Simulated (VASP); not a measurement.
# SiS3 (P6_3/mmc) in VASP: further runs, part 2 of 2

VASP 6.6.1.

## Step 3: Relaxation of cell and atoms, r2SCAN

This run uses another cell than the first one, of 19.15 Å³/atom.

Contents of POSCAR:

```
SiS3
1.0
    6.0584293341      0.0000000000      0.0000000000
   -3.0292146670      5.2467537104      0.0000000000
    0.0000000000      0.0000000000      4.8192000964
Si S
2 6
Direct
    0.3333333333      0.6666666667      0.2500000000
    0.6666666667      0.3333333333      0.7500000000
    0.7945362303      0.5890724605      0.2500000000
    0.2054637697      0.7945362303      0.7500000000
    0.4109275395      0.2054637697      0.2500000000
    0.2054637697      0.4109275395      0.7500000000
    0.7945362303      0.2054637697      0.2500000000
    0.5890724605      0.7945362303      0.7500000000
```

Contents of INCAR.step1:

```
SYSTEM = SiS3
PREC = Accurate
ENCUT = 600
ISMEAR = 0
SIGMA = 0.1
LREAL = .False.
LASPH = .True.
NELM = 100
GGA = PE
ALGO = Normal
EDIFF = 1E-4
LWAVE = .True.
LCHARG = .False.
```

Contents of INCAR.step2:

```
SYSTEM = SiS3
PREC = Accurate
ENCUT = 600
EDIFF = 1E-6
ISMEAR = 0
SIGMA = 0.1
LREAL = .False.
LASPH = .True.
NELM = 100
ALGO = Normal
ISIF = 3
LWAVE = .False.
LCHARG = .False.
METAGGA = R2SCAN
LMIXTAU = .True.
IBRION = 2
NSW = 100
EDIFFG = -0.01
ISTART = 1
```

Contents of KPOINTS:

```
Automatic mesh
0
Gamma
  6 6 8
  0 0 0
```

Potentials or basis: VASP PAW PBE potentials, release 64 (Si, S).

Run with:

```
$ cat potpaw_PBE.64/Si/POTCAR potpaw_PBE.64/S/POTCAR > POTCAR
$ cp INCAR.step1 INCAR
$ mpirun -np 1 vasp_std > vasp.out
$ cp INCAR.step2 INCAR
$ mpirun -np 1 vasp_std > vasp.out
```

OUTCAR:

```text
SYSTEM = SiS3
   PREC = Accurate
   ENCUT = 600
   EDIFF = 1E-6
   ISMEAR = 0
   LREAL = .False.
   LASPH = .True.
   NELM = 100
   ISIF = 3
   METAGGA = R2SCAN
   IBRION = 2
   NSW = 100
   EDIFFG = -0.01
   ISTART = 1

 ion  position               nearest neighbor table
   1  0.333  0.667  0.250-   4 2.76   4 2.76   8 2.76   8 2.76   6 2.76   6 2.76
   2  0.667  0.333  0.750-   7 2.76   7 2.76   5 2.76   5 2.76   3 2.76   3 2.76
   3  0.795  0.589  0.250-   7 2.32   5 2.32   2 2.76   2 2.76
   4  0.205  0.795  0.750-   8 2.32   6 2.32   1 2.76   1 2.76
   5  0.411  0.205  0.250-   7 2.32   3 2.32   2 2.76   2 2.76
   6  0.205  0.411  0.750-   4 2.32   8 2.32   1 2.76   1 2.76
   7  0.795  0.205  0.250-   5 2.32   3 2.32   2 2.76   2 2.76
   8  0.589  0.795  0.750-   4 2.32   6 2.32   1 2.76   1 2.76

  LATTYP: Found a hexagonal cell.
 ALAT       =     6.0584293341
 C/A-ratio  =     0.7954537110

  Lattice vectors:

 A1 = (   6.0584293341,   0.0000000000,   0.0000000000)
 A2 = (  -3.0292146670,   5.2467537104,   0.0000000000)
 A3 = (   0.0000000000,   0.0000000000,   4.8192000964)

Analysis of symmetry for initial positions (statically):
=====================================================================
 Subroutine PRICEL returns:
 Original cell was already a primitive cell.

 Routine SETGRP: Setting up the symmetry group for a
 hexagonal supercell.

 Subroutine GETGRP returns: Found 24 space group operations
 (whereof 12 operations were pure point group operations)
 out of a pool of 24 trial point group operations.

The static configuration has the point symmetry D_3d.
 The point group associated with its full space group is D_6h.

Analysis of symmetry for dynamics (positions and initial velocities):
=====================================================================
 Subroutine PRICEL returns:
 Original cell was already a primitive cell.

 Routine SETGRP: Setting up the symmetry group for a
 hexagonal supercell.

 Subroutine GETGRP returns: Found 24 space group operations
 (whereof 12 operations were pure point group operations)
 out of a pool of 24 trial point group operations.

The dynamic configuration has the point symmetry D_3d.
 The point group associated with its full space group is D_6h.

 Subroutine INISYM returns: Found 24 space group operations
 (whereof 12 operations are pure point group operations),
 and found     1 'primitive' translations

----------------------------------------------------------------------------------------

                                     Primitive cell

  volume of cell :     153.1883

  direct lattice vectors                    reciprocal lattice vectors
     6.058429334  0.000000000  0.000000000     0.165059283  0.095297021  0.000000000
    -3.029214667  5.246753710  0.000000000     0.000000000  0.190594043  0.000000000
     0.000000000  0.000000000  4.819200096     0.000000000  0.000000000  0.207503316

  length of vectors
     6.058429334  6.058429334  4.819200096     0.190594043  0.190594043  0.207503316

  position of ions in fractional coordinates (direct lattice)
     0.333333333  0.666666667  0.250000000
     0.666666667  0.333333333  0.750000000
[... 51 lines left out ...]
  0.333333  0.166667  0.000000     12.000000
[... 16 lines left out ...]
  0.166667  0.000000  0.375000     12.000000
  0.333333  0.000000  0.375000     12.000000
 [... further k-points ...]
   k-points           NKPTS =     35   k-points in BZ     NKDIM =     35   number of bands    NBANDS=     27
   number of dos      NEDOS =    301   number of ions     NIONS =      8
   total plane-waves  NPLWV =  92160
   dimension x,y,z NGX =    48 NGY =   48 NGZ =   40
   dimension x,y,z NGXF=    96 NGYF=   96 NGZF=   80
   ions per type =               2   6
   NGX,Y,Z   is equivalent  to a cutoff of  13.17, 13.17, 13.80 a.u.
   NGXF,Y,Z  is equivalent  to a cutoff of  26.34, 26.34, 27.60 a.u.
 SYSTEM =  SiS3
   PREC   = accura    normal or accurate (medium, high low for compatibility)
   ISTART =      1    job   : 0-new  1-cont  2-samecut
   ICHARG =      0    charge: 1-file 2-atom 10-const
   ISPIN  =      1    spin polarized calculation?
   LNONCOLLINEAR =      F non collinear calculations
   LSORBIT =      F    spin-orbit coupling
   LASPH  =      T    aspherical Exc in radial PAW
   ENCUT  =  600.0 eV  44.10 Ry    6.64 a.u.  12.10 12.10  9.63*2*pi/ulx,y,z
   NELM   =    100;   NELMIN=  2; NELMDL=  0     # of ELM steps
   EDIFF  = 0.1E-05   stopping-criterion for ELM
   LREAL  =      F    real-space projection
   EDIFFG = -.1E-01   stopping-criterion for IOM
   NSW    =    100    number of steps for IOM
   IBRION =      2    ionic relax: 0-MD 1-quasi-New 2-CG
   NFREE  =      1    steps in history (QN), initial steepest desc. (CG)
   ISIF   =      3    stress and relaxation
   ISYM   =      2    0-nonsym 1-usesym 2-fastsym
   POTIM  = 0.5000    time-step for ionic-motion
   TEBEG  =    0.0;   TEEND  =   0.0 temperature during run
   PSTRESS=    0.0 pullay stress
   NELECT =      44.0000    total number of electrons
   NUPDOWN=      -1.0000    fix difference up-down
   EMIN   =  10.00;   EMAX   =-10.00  energy-range for DOS
   EFERMI =   0.00;   METHOD = LEGACY
   ISMEAR =     0;   SIGMA  =   0.10  broadening in eV -4-tet -1-fermi 0-gaus
   EFERMI_NEDOS =   21; number of points for ismear=-14 and -15
   IALGO  =     38    algorithm
   IMIX   =      4    mixing-type and parameters
     AMIX     =   0.40;   BMIX     =  1.00
     AMIX_MAG =   1.60;   BMIX_MAG =  1.00
  volume/ion in A,a.u.               =      19.15       129.22
  Fermi-wavevector in a.u.,A,eV,Ry     =   1.080149  2.041186 15.874226  1.166723
  Thomas-Fermi vector in A             =   2.216133
   LORBIT       =      0    0 simple, 1 ext, 2 COOP (PROOUT), +10 PAW based schemes
   METAGGA = R2SCAN    functional components
   LHFCALC =     F    Hartree Fock is set to
   AEXX    =    0.0000 exact exchange contribution
   IVDW    =     0    specifies the selected vdW correction
   LEPSILON=     F    determine dielectric tensor
   LRPA    =     F    only Hartree local field effects (RPA)
 conjugate gradient relaxation of ions
 non-spin polarized calculation
 Gauss-broadening in eV      SIGMA  =   0.10
  energy-cutoff  :      600.00
  volume of cell :      153.19
 maximum number of plane-waves:      5137
   NGX = 25   NGY = 25   NGZ = 19

--------------------------------------- Ionic step        1  -------------------------------------------

 number of electron      43.9999994 magnetization

 Free energy of the ion-electron system (eV)
  ---------------------------------------------------
  ext. energy  EPLUGINS =         0.00000000
  ---------------------------------------------------
  free energy    TOTEN  =       -57.95451361 eV

  energy without entropy =      -57.92597439  energy(sigma->0) =      -57.94024400

------------------------ aborting loop because EDIFF is reached ----------------------------------------

  FORCE on cell =-STRESS in cart. coord.  units (eV):
  Direction    XX          YY          ZZ          XY          YZ          ZX
  --------------------------------------------------------------------------------------
  -------------------------------------------------------------------------------------
  Total       -0.4624305     -0.4624305     -0.8206353     -0.0000000      0.0000000      0.0000000
  in kB       -4.8365025     -4.8365025     -8.5829210     -0.0000000      0.0000000      0.0000000
  external PRESSURE =      -6.0853087 kB  Pullay stress =       0.0000000 kB
[... 323 lines left out ...]
--------------------------------------- Ionic step        9  -------------------------------------------

 number of electron      43.9999996 magnetization

 Free energy of the ion-electron system (eV)
  ---------------------------------------------------
  ext. energy  EPLUGINS =         0.00000000
  ---------------------------------------------------
  free energy    TOTEN  =       -57.98383921 eV

  energy without entropy =      -57.95437971  energy(sigma->0) =      -57.96910946

 E-fermi :   6.0023     XC(G=0): -10.2990

 val. band max:        5.9955879973   @ k =   0.5000   0.0000   0.1250
 cond. band min:       6.0029883433   @ k =   0.5000   0.0000   0.3750
 fundamental gap:      0.0074003461
 Fermi energy:         6.0023200128

 k-point     1 :       0.0000    0.0000    0.0000
  band No.  band energies     occupation
      1     -12.2930      2.00000
      2     -11.2672      2.00000
      3      -7.2132      2.00000
      4      -7.2132      2.00000
      5      -7.0991      2.00000
      6      -7.0991      2.00000
[... 709 lines left out ...]
     26       7.0545      0.00000
     27       8.0702      0.00000

 [... further k-points ...]

------------------------ aborting loop because EDIFF is reached ----------------------------------------

  FORCE on cell =-STRESS in cart. coord.  units (eV):
  Direction    XX          YY          ZZ          XY          YZ          ZX
  --------------------------------------------------------------------------------------
  -------------------------------------------------------------------------------------
  Total       -0.0193089     -0.0193089      0.0142354     -0.0000000      0.0000000      0.0000000
  in kB       -0.1971591     -0.1971591      0.1453552     -0.0000000      0.0000000      0.0000000
  external PRESSURE =      -0.0829876 kB  Pullay stress =       0.0000000 kB
[... 23 lines left out ...]
  FREE ENERGIE OF THE ION-ELECTRON SYSTEM (eV)
  ---------------------------------------------------
  free  energy   TOTEN  =       -57.9838392079 eV

  energy  without entropy=      -57.9543797106  energy(sigma->0) =      -57.96910946

 reached required accuracy - stopping structural energy minimisation
```

Run time: 1.9 h. Hardware: 1 thread of Oxide Virtual Turin-like, shared host; peak memory 0.37 GiB.

What came out:

| Quantity | Value |
| --- | --- |
| Free energy | -57.9838 eV |
| Relaxed volume | 19.61 Å³/atom |
| Relaxed cell | a = 6.164 Å, b = 6.164 Å, c = 4.769 Å, α = 90.00°, β = 90.00°, γ = 120.00° |
| Space group after relaxing (to 0.1 Å) | P6_3/mmc (No. 194) |
| Energy gained by relaxing | 3.7 meV/atom |
| Ionic steps | 9 |
| Pressure after relaxing | 0.0 GPa |
| Band gap on the k mesh | zero (bands 22 and 23 overlap by 1.58 eV) |

Step by step:
```csv
step,energy change (eV),largest force (eV/Å),pressure (GPa),volume (Å³)
1,0.0000,0.2500,-0.61,153.19
2,-0.0119,0.0400,0.55,151.58
3,-0.0119,0.0542,0.46,151.67
4,-0.0174,0.0430,0.40,152.49
5,-0.0275,0.0017,0.23,154.96
6,-0.0206,0.1119,0.13,159.93
7,-0.0290,0.0350,0.19,156.53
8,-0.0282,0.0614,-0.36,157.57
9,-0.0293,0.0011,-0.01,156.91
```

Final structure:
```
Si S
1.0
     6.16387    0.00000    0.00000
    -3.08193    5.33807    0.00000
     0.00000    0.00000    4.76885
Si S
2 6
Direct
  0.33333 0.66667 0.25000
  0.66667 0.33333 0.75000
  0.79051 0.58102 0.25000
  0.20949 0.79051 0.75000
  0.41898 0.20949 0.25000
  0.20949 0.41898 0.75000
  0.79051 0.20949 0.25000
  0.58102 0.79051 0.75000
```

Levels at points of the mesh, in eV from the Fermi level:
| k point | band 17 | band 18 | band 19 | band 20 | band 21 | band 22 | band 23 | band 24 | band 25 | band 26 |
| --- | --- | --- | --- | --- | --- | --- | --- | --- | --- | --- |
| (0.00, 0.00, 0.00) | -3.06 | -3.06 | -2.60 | -2.60 | -0.84 | -0.22 | -0.22 | 1.03 | 1.03 | 1.30 |
| (0.50, 0.00, 0.00) | -3.70 | -3.63 | -1.74 | -1.70 | -1.46 | -0.86 | -0.31 | 0.01 | 0.39 | 0.69 |
| (0.00, 0.00, 0.50) | -2.28 | -2.28 | -1.41 | -1.41 | 0.08 | 0.08 | 1.03 | 1.03 | 1.03 | 1.03 |
| (0.50, 0.00, 0.50) | -3.17 | -3.17 | -1.09 | -1.09 | 0.16 | 0.16 | 0.24 | 0.24 | 1.04 | 1.04 |

Caveat: the PAW data sets were made with another functional, which shifts forces and pressure a little.
